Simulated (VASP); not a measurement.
# Rh (P6_3/mmc) in VASP: a series of runs

Runs on Rh. Level: r2SCAN. Tasks: single point.

All numbers are computed with VASP 6.6.1; they aren't measurements. Logs are shortened: lines on timing, memory, paths and dates and some standing lists are left out, and cuts for length are marked.

## 1. The cell of the first run

The structure is hexagonal, space group P6_3/mmc (No. 194). The conventional cell has a = 2.675 Å, b = 2.675 Å, c = 4.338 Å, α = 90.00°, β = 90.00°, γ = 120.00°. Rh (site symmetry -6m2) has 12 Rh at 2.66 to 2.68 Å within 3.5 Å.

## 2. Single point, r2SCAN

POSCAR reads:

```
Rh
1.0
    2.6752291329      0.0000000000      0.0000000000
   -1.3376145665      2.3168163901      0.0000000000
    0.0000000000      0.0000000000      4.3380863070
Rh
2
Direct
    0.3333333333      0.6666666667      0.2500000000
    0.6666666667      0.3333333333      0.7500000000
```

INCAR.step1 reads:

```
ALGO     = Normal         # electronic algorithm
EDIFF    = 1E-4           # SCF threshold, eV
ENCUT    = 520            # plane-wave cutoff, eV
GGA      = PE             # functional
ISMEAR   = -1             # smearing method
LASPH    = True           # aspherical terms in the spheres
LCHARG   = False          # write CHGCAR
LREAL    = False          # projectors in reciprocal space
LWAVE    = True           # write WAVECAR
NBANDS   = 22             # bands
NELM     = 100            # most SCF steps
PREC     = Accurate       # precision mode
SIGMA    = 0.05           # smearing width, eV
```

INCAR.step2 reads:

```
ALGO     = Normal         # electronic algorithm
EDIFF    = 1E-7           # SCF threshold, eV
ENCUT    = 520            # plane-wave cutoff, eV
ISIF     = 2              # what is computed and relaxed
ISMEAR   = -1             # smearing method
ISTART   = 1            
LASPH    = True           # aspherical terms in the spheres
LCHARG   = False          # write CHGCAR
LMIXTAU  = True         
LREAL    = False          # projectors in reciprocal space
LWAVE    = False          # write WAVECAR
METAGGA  = R2SCAN         # meta-GGA
NBANDS   = 22             # bands
NELM     = 100            # most SCF steps
PREC     = Accurate       # precision mode
SIGMA    = 0.05           # smearing width, eV
```

KPOINTS reads:

```
k-points
0
Gamma
  11 11 6
```

Potentials or basis: VASP PAW PBE potentials, release 64 (Rh_pv).

Launch:

```sh
$ cat potpaw_PBE.64/Rh_pv/POTCAR > POTCAR
$ cp INCAR.step1 INCAR
$ mpirun -np 1 vasp_std > vasp.out
$ cp INCAR.step2 INCAR
$ mpirun -np 1 vasp_std > vasp.out
```

OUTCAR:

```text
EDIFF = 1E-7
   ENCUT = 520
   ISIF = 2
   ISMEAR = -1
   ISTART = 1
   LASPH = True
   LREAL = False
   METAGGA = R2SCAN
   NELM = 100
   PREC = Accurate

 ion  position               nearest neighbor table
   1  0.333  0.667  0.250-   2 2.66   2 2.66   2 2.66   2 2.66   2 2.66   2 2.66
   2  0.667  0.333  0.750-   1 2.66   1 2.66   1 2.66   1 2.66   1 2.66   1 2.66

  LATTYP: Found a hexagonal cell.
 ALAT       =     2.6752291329
 C/A-ratio  =     1.6215756077

  Lattice vectors:

 A1 = (   2.6752291329,   0.0000000000,   0.0000000000)
 A2 = (  -1.3376145665,   2.3168163901,   0.0000000000)
 A3 = (   0.0000000000,   0.0000000000,   4.3380863070)

Analysis of symmetry for initial positions (statically):
=====================================================================
 Subroutine PRICEL returns:
 Original cell was already a primitive cell.

 Routine SETGRP: Setting up the symmetry group for a
 hexagonal supercell.

 Subroutine GETGRP returns: Found 24 space group operations
 (whereof 12 operations were pure point group operations)
 out of a pool of 24 trial point group operations.

The static configuration has the point symmetry D_3d.
 The point group associated with its full space group is D_6h.

Analysis of symmetry for dynamics (positions and initial velocities):
=====================================================================
 Subroutine PRICEL returns:
 Original cell was already a primitive cell.

 Routine SETGRP: Setting up the symmetry group for a
 hexagonal supercell.

 Subroutine GETGRP returns: Found 24 space group operations
 (whereof 12 operations were pure point group operations)
 out of a pool of 24 trial point group operations.

The dynamic configuration has the point symmetry D_3d.
 The point group associated with its full space group is D_6h.

 Subroutine INISYM returns: Found 24 space group operations
 (whereof 12 operations are pure point group operations),
 and found     1 'primitive' translations

----------------------------------------------------------------------------------------

                                     Primitive cell

  volume of cell :      26.8875

  direct lattice vectors                    reciprocal lattice vectors
     2.675229133  0.000000000  0.000000000     0.373799757  0.215813390  0.000000000
    -1.337614567  2.316816390  0.000000000     0.000000000  0.431626781  0.000000000
     0.000000000  0.000000000  4.338086307     0.000000000  0.000000000  0.230516391

  length of vectors
     2.675229133  2.675229133  4.338086307     0.431626781  0.431626781  0.230516391

  position of ions in fractional coordinates (direct lattice)
     0.333333333  0.666666667  0.250000000
     0.666666667  0.333333333  0.750000000

  ion indices of the primitive-cell ions
   primitive index   ion index
                 1           1
                 2           2

----------------------------------------------------------------------------------------

 KPOINTS: k-points

Automatic generation of k-mesh.
 Grid dimensions read from file:
 generate k-points for:   11   11    6

 Generating k-lattice:

  Cartesian coordinates                     Fractional coordinates (reciprocal lattice)
     0.033981796  0.019619399  0.000000000     0.090909091 -0.000000000  0.000000000
     0.000000000  0.039238798  0.000000000     0.000000000  0.090909091  0.000000000
     0.000000000  0.000000000  0.038419399     0.000000000  0.000000000  0.166666667

  Length of vectors
     0.039238798  0.039238798  0.038419399

  Shift w.r.t. Gamma in fractional coordinates (k-lattice)
     0.000000000  0.000000000  0.000000000

 Subroutine IBZKPT returns following result:
 ===========================================

 Found     64 irreducible k-points:

 Following reciprocal coordinates:
            Coordinates               Weight
  0.000000  0.000000  0.000000      1.000000
  0.090909 -0.000000  0.000000      6.000000
  0.181818 -0.000000  0.000000      6.000000
  0.272727 -0.000000  0.000000      6.000000
  0.363636 -0.000000  0.000000      6.000000
  0.454545 -0.000000  0.000000      6.000000
[... 16 lines left out ...]
  0.090909  0.090909  0.166667     12.000000
  0.181818  0.090909  0.166667     24.000000
 [... further k-points ...]
   k-points           NKPTS =     64   k-points in BZ     NKDIM =     64   number of bands    NBANDS=     22
   number of dos      NEDOS =    301   number of ions     NIONS =      2
   total plane-waves  NPLWV =  12800
   dimension x,y,z NGX =    20 NGY =   20 NGZ =   32
   dimension x,y,z NGXF=    40 NGYF=   40 NGZF=   64
   ions per type =               2
   NGX,Y,Z   is equivalent  to a cutoff of  12.43, 12.43, 12.26 a.u.
   NGXF,Y,Z  is equivalent  to a cutoff of  24.86, 24.86, 24.53 a.u.
 SYSTEM =  unknown system
   PREC   = accura    normal or accurate (medium, high low for compatibility)
   ISTART =      1    job   : 0-new  1-cont  2-samecut
   ICHARG =      0    charge: 1-file 2-atom 10-const
   ISPIN  =      1    spin polarized calculation?
   LNONCOLLINEAR =      F non collinear calculations
   LSORBIT =      F    spin-orbit coupling
   LASPH  =      T    aspherical Exc in radial PAW
   ENCUT  =  520.0 eV  38.22 Ry    6.18 a.u.   4.97  4.97  8.07*2*pi/ulx,y,z
   NELM   =    100;   NELMIN=  2; NELMDL=  0     # of ELM steps
   EDIFF  = 0.1E-06   stopping-criterion for ELM
   LREAL  =      F    real-space projection
   EDIFFG = 0.1E-05   stopping-criterion for IOM
   NSW    =      0    number of steps for IOM
   IBRION =     -1    ionic relax: 0-MD 1-quasi-New 2-CG
   NFREE  =      0    steps in history (QN), initial steepest desc. (CG)
   ISIF   =      2    stress and relaxation
   ISYM   =      2    0-nonsym 1-usesym 2-fastsym
   POTIM  = 0.5000    time-step for ionic-motion
   TEBEG  =    0.0;   TEEND  =   0.0 temperature during run
   PSTRESS=    0.0 pullay stress
   NELECT =      30.0000    total number of electrons
   NUPDOWN=      -1.0000    fix difference up-down
   EMIN   =  10.00;   EMAX   =-10.00  energy-range for DOS
   EFERMI =   0.00;   METHOD = LEGACY
   ISMEAR =    -1;   SIGMA  =   0.05  broadening in eV -4-tet -1-fermi 0-gaus
   EFERMI_NEDOS =   21; number of points for ismear=-14 and -15
   IALGO  =     38    algorithm
   IMIX   =      4    mixing-type and parameters
     AMIX     =   0.40;   BMIX     =  1.00
     AMIX_MAG =   1.60;   BMIX_MAG =  1.00
  volume/ion in A,a.u.               =      13.44        90.72
  Fermi-wavevector in a.u.,A,eV,Ry     =   1.697976  3.208710 39.227282  2.883124
  Thomas-Fermi vector in A             =   2.778560
   LORBIT       =      0    0 simple, 1 ext, 2 COOP (PROOUT), +10 PAW based schemes
   METAGGA = R2SCAN    functional components
   LHFCALC =     F    Hartree Fock is set to
   AEXX    =    0.0000 exact exchange contribution
   IVDW    =     0    specifies the selected vdW correction
   LEPSILON=     F    determine dielectric tensor
   LRPA    =     F    only Hartree local field effects (RPA)
 non-spin polarized calculation
  energy-cutoff  :      520.00
  volume of cell :       26.89
 maximum number of plane-waves:       752
 NGX is ok and might be reduce to    20
   NGX =  9   NGY =  9   NGZ = 17

 number of electron      30.0000002 magnetization

 Free energy of the ion-electron system (eV)
  ---------------------------------------------------
  ext. energy  EPLUGINS =         0.00000000
  ---------------------------------------------------
  free energy    TOTEN  =       -48.16994074 eV

  energy without entropy =      -48.14389390  energy(sigma->0) =      -48.15691732

 E-fermi :  12.2444     XC(G=0): -15.3766

 val. band max:       12.2311482302   @ k =   0.3636   0.1818   0.3333
 cond. band min:      12.2453425815   @ k =   0.0909   0.0909   0.3333
 fundamental gap:      0.0141943514
 Fermi energy:        12.2444073656

 k-point     1 :       0.0000    0.0000    0.0000
  band No.  band energies     occupation
      1     -36.5270      2.00000
      2     -35.7749      2.00000
      3     -35.7749      2.00000
      4     -35.6619      2.00000
      5     -35.6530      2.00000
      6     -35.6530      2.00000
[... 14 lines left out ...]
     21      29.5314      0.00000
     22      29.5315      0.00000

 k-point     2 :       0.0909   -0.0000    0.0000
  band No.  band energies     occupation
      1     -36.5048      2.00000
      2     -35.8256      2.00000
      3     -35.7912      2.00000
      4     -35.7056      2.00000
      5     -35.6709      2.00000
      6     -35.6611      2.00000
[... 14 lines left out ...]
     21      29.5313      0.00000
     22      29.5314      0.00000

 k-point     3 :       0.1818   -0.0000    0.0000
  band No.  band energies     occupation
      1     -36.4420      2.00000
      2     -35.9619      2.00000
      3     -35.8440      2.00000
      4     -35.8337      2.00000
      5     -35.6984      2.00000
      6     -35.6837      2.00000
[... 14 lines left out ...]
     21      29.5310      0.00000
     22      29.5318      0.00000

 k-point     4 :       0.2727   -0.0000    0.0000
  band No.  band energies     occupation
      1     -36.3496      2.00000
      2     -36.1404      2.00000
      3     -36.0196      2.00000
      4     -35.8872      2.00000
      5     -35.7444      2.00000
      6     -35.7150      2.00000
[... 14 lines left out ...]
     21      29.5313      0.00000
     22      29.7442      0.00000

 k-point     5 :       0.3636   -0.0000    0.0000
  band No.  band energies     occupation
      1     -36.3043      2.00000
      2     -36.2460      2.00000
      3     -36.1757      2.00000
      4     -35.9349      2.00000
      5     -35.8051      2.00000
      6     -35.7448      2.00000
[... 417 lines left out ...]
 k-point    22 :       0.4545   -0.0000    0.1667
  band No.  band energies     occupation
      1     -36.4373      2.00000
      2     -36.3086      2.00000
      3     -36.0974      2.00000
      4     -35.9495      2.00000
      5     -35.8481      2.00000
      6     -35.7764      2.00000
[... 14 lines left out ...]
     21      27.0237      0.00000
     22      27.4926      0.00000

 k-point    23 :       0.0909    0.0909    0.1667
  band No.  band energies     occupation
      1     -36.4185      2.00000
      2     -35.8951      2.00000
      3     -35.8612      2.00000
      4     -35.7993      2.00000
      5     -35.7043      2.00000
      6     -35.6935      2.00000
[... 14 lines left out ...]
     21      29.5310      0.00000
     22      29.5316      0.00000

 k-point    24 :       0.1818    0.0909    0.1667
  band No.  band energies     occupation
      1     -36.3623      2.00000
      2     -36.0333      2.00000
      3     -35.9982      2.00000
      4     -35.8575      2.00000
      5     -35.7401      2.00000
      6     -35.7272      2.00000
[... 14 lines left out ...]
     21      29.4802      0.00000
     22      29.5382      0.00000

 [... further k-points ...]
[... 5 lines left out ...]
  --------------------------------------------------------------------------------------
  -------------------------------------------------------------------------------------
  Total        1.4771492      1.4771492      1.2806513     -0.0000000     -0.0000000      0.0000000
  in kB       88.0205655     88.0205655     76.3116234     -0.0000000     -0.0000000      0.0000000
  external PRESSURE =      84.1175848 kB  Pullay stress =       0.0000000 kB

 VOLUME and BASIS-vectors are now :
 -----------------------------------------------------------------------------
  energy-cutoff  :      520.00
  volume of cell :       26.89
      direct lattice vectors                 reciprocal lattice vectors
     2.675229133  0.000000000  0.000000000     0.373799757  0.215813390  0.000000000
    -1.337614567  2.316816390  0.000000000     0.000000000  0.431626781  0.000000000
     0.000000000  0.000000000  4.338086307     0.000000000  0.000000000  0.230516391

 POSITION                                       TOTAL-FORCE (eV/Angst)
 -----------------------------------------------------------------------------------
     -0.00000      1.54454      1.08452         0.000000     -0.000000      0.000000
      1.33761      0.77227      3.25356        -0.000000      0.000000      0.000000
 -----------------------------------------------------------------------------------
    total drift:                               -0.000000      0.000000     -0.000000

  FREE ENERGIE OF THE ION-ELECTRON SYSTEM (eV)
  ---------------------------------------------------
  free  energy   TOTEN  =       -48.1699407358 eV

  energy  without entropy=      -48.1438938961  energy(sigma->0) =      -48.15691732
```

It took 89 s on 1 thread of Intel Xeon Platinum 8375C at 2.90GHz (Ice Lake), shared host; peak memory 0.16 GiB.

Results:

* Free energy: -48.1699 eV
* Pressure: 8.4 GPa
* Band gap on the k mesh: zero (band 15 reaches 12.91 eV, above the bottom of band 16 at 10.38 eV)

Levels at points of the mesh, in eV from the Fermi level:
```tsv
k point	band 11	band 12	band 13	band 14	band 15	band 16	band 17	band 18	band 19	band 20
(0.00, 0.00, 0.00)	-3.26	-2.70	-2.70	-2.04	-2.04	0.15	0.15	0.84	9.29	16.67
(0.00, 0.00, 0.50)	-3.37	-3.37	-3.37	-3.37	-0.47	-0.47	-0.47	-0.47	15.63	15.63
```

Caveat: the PAW data sets were made with another functional, which shifts forces and pressure a little.

## 3. Single point, r2SCAN

This run uses another cell than the first one, of 13.73 Å³/atom, 1.021 times its volume.

POSCAR reads:

```
Rh
1.0
    2.6940693954      0.0000000000      0.0000000000
   -1.3470346977      2.3331325361      0.0000000000
    0.0000000000      0.0000000000      4.3686372171
Rh
2
Direct
    0.3333333333      0.6666666667      0.2500000000
    0.6666666667      0.3333333333      0.7500000000
```

INCAR.step1 reads:

```
SYSTEM = Rh
PREC = Accurate
ENCUT = 520
ISMEAR = -1
SIGMA = 0.05
LREAL = .FALSE.
LASPH = .TRUE.
NELM = 100
NBANDS = 22
GGA = PE
ALGO = Normal
EDIFF = 1E-4
LWAVE = .TRUE.
LCHARG = .FALSE.
```

INCAR.step2 reads:

```
SYSTEM = Rh
PREC = Accurate
ENCUT = 520
EDIFF = 1E-6
ISMEAR = -1
SIGMA = 0.05
LREAL = .FALSE.
LASPH = .TRUE.
NELM = 100
ALGO = Normal
ISIF = 2
LWAVE = .FALSE.
LCHARG = .FALSE.
METAGGA = R2SCAN
LMIXTAU = .TRUE.
NBANDS = 22
ISTART = 1
```

KPOINTS reads:

```
regular mesh
0
G
  11 11 6
  0 0 0
```

Potentials or basis: VASP PAW PBE potentials, release 64 (Rh_pv).

Launch:

```sh
$ cat potpaw_PBE.64/Rh_pv/POTCAR > POTCAR
$ cp INCAR.step1 INCAR
$ mpirun -np 1 vasp_std > vasp.out
$ cp INCAR.step2 INCAR
$ mpirun -np 1 vasp_std > vasp.out
```

Wall time 76 s (1 thread of Intel Xeon Platinum 8375C at 2.90GHz (Ice Lake), shared host); peak memory 0.16 GiB.

It converged, with:

- Free energy: -48.1886 eV
- Pressure: 2.0 GPa
- Band gap on the k mesh: zero (band 15 reaches 12.49 eV, above the bottom of band 16 at 10.05 eV)

Stress tensor (GPa, compression positive):
```
2.41 0.00 0.00
0.00 2.41 0.00
0.00 0.00 1.13
```

Levels at points of the mesh, in eV from the Fermi level:
```csv
k point,band 13,band 14,band 15,band 16,band 17,band 18
"(0.00, 0.00, 0.00)",-2.61,-1.97,-1.97,0.15,0.15,0.86
"(0.00, 0.00, 0.50)",-3.26,-3.26,-0.45,-0.45,-0.45,-0.45
```

Caveat: the PAW data sets were made with another functional, which shifts forces and pressure a little.
